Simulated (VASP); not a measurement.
Write the native input for VASP 6.6.1 that does the following.

- Task: single point
- Functional: r2SCAN
- Potentials or basis: VASP PAW PBE potentials, release 64 (Mg, O)
- Cutoff: 660 eV
- k mesh: 8 × 8 × 8
- Occupations: gaussian, width 0.05 eV
- Spin: no spin polarisation
- Dipole correction: no
- Further INCAR settings: ALGO = Normal; EDIFF = 1e-06; NBANDS = 11

The system is MgO.

```xyz
2
Lattice="2.6605 0.0000 0.0000 0.0000 2.6605 0.0000 0.0000 0.0000 2.6605" Properties=species:S:1:pos:R:3 pbc="T T T"
Mg    0.0000    0.0000    0.0000
O     1.3302    1.3302    1.3302
```

These files were run (other wordings do the same):

POSCAR

```
MgO
1.0
    2.6604928845      0.0000000000      0.0000000000
    0.0000000000      2.6604928845      0.0000000000
    0.0000000000      0.0000000000      2.6604928845
Mg O
1 1
Direct
    0.0000000000      0.0000000000      0.0000000000
    0.5000000000      0.5000000000      0.5000000000
```

INCAR.step1

```
SYSTEM = MgO
PREC = Accurate
ENCUT = 660
ISMEAR = 0
SIGMA = 0.05
LREAL = .FALSE.
LASPH = .TRUE.
NELM = 120
NBANDS = 11
GGA = PE
ALGO = Normal
EDIFF = 1E-5
LWAVE = .TRUE.
LCHARG = .FALSE.
GGA_COMPAT = .FALSE.
```

INCAR.step2

```
SYSTEM = MgO
PREC = Accurate
ENCUT = 660
EDIFF = 1E-6
ISMEAR = 0
SIGMA = 0.05
LREAL = .FALSE.
LASPH = .TRUE.
NELM = 120
ALGO = Normal
ISIF = 2
LWAVE = .FALSE.
LCHARG = .FALSE.
METAGGA = R2SCAN
LMIXTAU = .TRUE.
NBANDS = 11
ISTART = 1
GGA_COMPAT = .FALSE.
```

KPOINTS

```
Automatic mesh
0
G
  8 8 8
  0 0 0
```

Potentials or basis: VASP PAW PBE potentials, release 64 (Mg, O).

Launch:

```console
$ cat potpaw_PBE.64/Mg/POTCAR potpaw_PBE.64/O/POTCAR > POTCAR
$ cp INCAR.step1 INCAR
$ mpirun -np 1 vasp_std > vasp.out
$ cp INCAR.step2 INCAR
$ mpirun -np 1 vasp_std > vasp.out
```

Results of the run:

* Pressure: -7.4 GPa
* Band gap on the k mesh: 3.06 eV, indirect (least direct gap 4.07 eV)

Caveat: the PAW data sets were made with another functional, which shifts forces and pressure a little.

Wall time 60 s on 1 thread of Intel Xeon 8259CL, on a shared host, peak memory 0.15 GiB.
